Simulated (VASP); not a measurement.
# H11C2NO4 in VASP: a series of runs, part 2 of 2

VASP 6.6.1.

**4. Single point, PBE**

INCAR reads:

```
ALGO     = Normal         # electronic algorithm
EDIFF    = 1E-6           # SCF threshold, eV
ENCUT    = 1000           # plane-wave cutoff, eV
GGA      = PE             # functional
GGA_COMPAT= F            
ISIF     = 2              # what is computed and relaxed
ISMEAR   = -1             # smearing method
LASPH    = T              # aspherical terms in the spheres
LCHARG   = F              # write CHGCAR
LREAL    = Auto         
LWAVE    = F              # write WAVECAR
NBANDS   = 39             # bands
NELM     = 120            # most SCF steps
PREC     = Accurate       # precision mode
SIGMA    = 0.05           # smearing width, eV
```

KPOINTS reads:

```
k-points
0
Gamma
  1 1 1
```

POSCAR reads:

```
H11C2NO4
1.0
    5.9154820000      0.0000000000      0.0000000000
    0.0000000000      5.9154820000      0.0000000000
    0.0000000000      0.0000000000      5.9154820000
O H C N
4 11 2 1
Direct
    0.9029188154      0.6679590945      0.6810941188
    0.2475706967     -0.0564112950      0.6317152178
    0.6993512955      0.0820896759      0.5267195471
   -0.0523034302      0.4015395533      0.3427446825
    1.0629903024      0.7044396382      0.6921667583
    0.8334570201      0.8083703069      0.6443430983
    0.2135582527      0.0850987291      0.7091729803
    0.3857842860     -0.0250529036      0.5388571886
    0.7880676503      0.1795119992      0.4197291108
    0.6963929567      0.1757929447      0.6658798049
   -0.0903223102      0.5150890494      0.4753458805
   -0.1251799938      0.4520679803      0.2040915685
    0.3333456175      0.5798682170      0.3796816557
    0.5303371729      0.7965707613      0.2597421478
    0.2302094741      0.7919726575      0.2002203709
    0.3790392736      0.6867741293      0.2285189947
    0.3979050228      0.5511131637      0.0161440775
    0.3948621600      0.4419927235     -0.1461926518
```

Potentials or basis: VASP PAW PBE potentials, release 64 (O_h, H_h, C_h, N_h).

The run is started by

```bash
$ cat potpaw_PBE.64/O_h/POTCAR potpaw_PBE.64/H_h/POTCAR potpaw_PBE.64/C_h/POTCAR potpaw_PBE.64/N_h/POTCAR > POTCAR
$ mpirun -np 1 vasp_gam > vasp.out
```

OUTCAR:

```text
EDIFF = 1E-6
   ENCUT = 1000
   GGA = PE
   ISIF = 2
   ISMEAR = -1
   LASPH = T
   LREAL = Auto
   NELM = 120
   PREC = Accurate

 ion  position               nearest neighbor table
   1  0.903  0.668  0.681-   6 0.95   5 0.97
   2  0.248  0.944  0.632-   7 0.98   8 1.00
   3  0.699  0.082  0.527-  10 0.99   9 1.00
   4  0.948  0.402  0.343-  12 0.97  11 1.06
   5  0.063  0.704  0.692-   1 0.97
   6  0.833  0.808  0.644-   1 0.95
   7  0.214  0.085  0.709-   2 0.98
   8  0.386  0.975  0.539-   2 1.00
[... 255 lines left out ...]
  Total        0.9227289      1.2569106     -3.9723685     -0.6336731     -1.2608570      0.3774318
  in kB        7.1419085      9.7284700    -30.7460761     -4.9046211     -9.7590152      2.9213166
  external PRESSURE =      -4.6252325 kB  Pullay stress =       0.0000000 kB

 VOLUME and BASIS-vectors are now :
 -----------------------------------------------------------------------------
  energy-cutoff  :     1000.00
  volume of cell :      207.00
      direct lattice vectors                 reciprocal lattice vectors
     5.915482000  0.000000000  0.000000000     0.169047932  0.000000000  0.000000000
     0.000000000  5.915482000  0.000000000     0.000000000  0.169047932  0.000000000
     0.000000000  0.000000000  5.915482000     0.000000000  0.000000000  0.169047932

 POSITION                                       TOTAL-FORCE (eV/Angst)
 -----------------------------------------------------------------------------------
      5.34120      3.95130      4.02900         0.109915     -1.759440      0.670906
      1.46450      5.58178      3.73690         0.808504      0.308600     -0.339887
      4.13700      0.48560      3.11580        -0.142013      0.202380      0.717151
      5.60608      2.37530      2.02750        -0.349884      0.204175      0.213807
      0.37262      4.16710      4.09450         0.361178      0.416414     -0.027467
      4.93030      4.78190      3.81160        -0.693020      1.423142     -0.536207
[... 10 lines left out ...]
      2.35380      3.26010      0.09550        -0.062964      0.845179      1.887655
      2.33580      2.61460      5.05068         0.069764     -0.488242     -0.452444
 -----------------------------------------------------------------------------------
    total drift:                                0.003180      0.003914      0.002010

  FREE ENERGIE OF THE ION-ELECTRON SYSTEM (eV)
  ---------------------------------------------------
  free  energy   TOTEN  =       -95.2181453715 eV

  energy  without entropy=      -95.2181453714  energy(sigma->0) =      -95.21814537
```

OSZICAR:

```text
N       E                     dE             d eps       ncg     rms          rms(c)
DAV:   1     0.589547004769E+03    0.58955E+03   -0.33732E+04    78   0.184E+03
DAV:   2     0.162867563088E+02   -0.57326E+03   -0.51483E+03   108   0.316E+02
DAV:   3    -0.999234124906E+02   -0.11621E+03   -0.11451E+03   100   0.154E+02
DAV:   4    -0.104607192338E+03   -0.46838E+01   -0.46624E+01    92   0.343E+01
DAV:   5    -0.104736150584E+03   -0.12896E+00   -0.12891E+00   109   0.543E+00    0.182E+01
DAV:   6    -0.959978718003E+02    0.87383E+01   -0.21721E+01   100   0.223E+01    0.740E+00
DAV:   7    -0.954034241913E+02    0.59445E+00   -0.17187E+00   100   0.657E+00    0.427E+00
DAV:   8    -0.952249958519E+02    0.17843E+00   -0.36690E-01    92   0.339E+00    0.142E+00
DAV:   9    -0.952136348704E+02    0.11361E-01   -0.60243E-02   100   0.135E+00    0.399E-01
DAV:  10    -0.952165773616E+02   -0.29425E-02   -0.14417E-02    92   0.735E-01    0.183E-01
DAV:  11    -0.952180586735E+02   -0.14813E-02   -0.34053E-03    92   0.366E-01    0.737E-02
DAV:  12    -0.952182598904E+02   -0.20122E-03   -0.55094E-04    92   0.158E-01    0.367E-02
DAV:  13    -0.952181698365E+02    0.90054E-04   -0.12265E-04   100   0.808E-02    0.135E-02
DAV:  14    -0.952181506322E+02    0.19204E-04   -0.21918E-05    92   0.282E-02    0.862E-03
DAV:  15    -0.952181455929E+02    0.50393E-05   -0.87146E-06    92   0.200E-02    0.390E-03
DAV:  16    -0.952181453715E+02    0.22139E-06   -0.12425E-06    84   0.894E-03
   1 F= -.95218145E+02 E0= -.95218145E+02  d E =-.318414E-10
```

stdout:

```text
POSCAR found type information on POSCAR O H C N
 POSCAR found :  4 types and      18 ions
 scaLAPACK will be used
 LDA part: xc-table for (Slater+PW92), standard interpolation
 POSCAR, INCAR and KPOINTS ok, starting setup
 FFT: planning ... GRIDC
 FFT: planning ... GRID_SOFT
 FFT: planning ... GRID
 WAVECAR not read
 entering main loop
```

It took 58 s on 1 thread of Intel Xeon Platinum 8259CL at 2.50GHz (Skylake/Cascade Lake), shared host; peak memory 0.52 GiB.

Results:

```
Free energy   : -95.2181 eV
Pressure      : -0.5 GPa
Largest force : 2.069 eV/Å
```

Forces on the atoms (eV/Å):
```
O    0.110 -1.759  0.671
O    0.809  0.309 -0.340
O   -0.142  0.202  0.717
O   -0.350  0.204  0.214
H    0.361  0.416 -0.027
H   -0.693  1.423 -0.536
H    0.304 -0.046 -0.224
H   -0.718  0.136  0.944
H    0.134  0.122  0.367
H   -0.225 -0.401 -0.864
H    0.173 -0.477 -0.922
H    0.100  0.186  0.232
H    0.537  0.206 -0.704
H   -0.622 -0.620 -0.204
H   -0.092  0.372  0.110
C    0.309 -0.629 -0.868
C   -0.063  0.845  1.888
N    0.070 -0.488 -0.452
```

Stress tensor (GPa, compression positive):
```
 0.71 -0.49  0.29
-0.49  0.97 -0.98
 0.29 -0.98 -3.07
```

Levels at points of the mesh, in eV from the Fermi level:
```tsv
k point	band 21	band 22	band 23	band 24	band 25	band 26	band 27	band 28
(0.00, 0.00, 0.00)	-1.84	-1.58	-1.36	-1.26	3.69	5.05	5.36	6.84
```

Caveat: the k points lie up to 1.06 Å⁻¹ apart, too coarse for converged energies, forces and pressures.

**5. Overview**

```csv
cell,pressure (GPa),largest force (eV/Å)
"as given, atomic positions A",0.5,2.32
"as given, atomic positions B",1.1,2.38
"as given, atomic positions C",-0.5,2.07
```

Alike in all rows: task single point; level PBE; potentials or basis VASP PAW PBE potentials, release 64 (O_h, H_h, C_h, N_h); no spin polarisation; k mesh 1 × 1 × 1; cutoff (eV) 1000; smearing fermi-dirac 0.05 eV.

Caveats: all runs use coarse meshes.

Absolute energies hang on the potentials; compare differences alone.
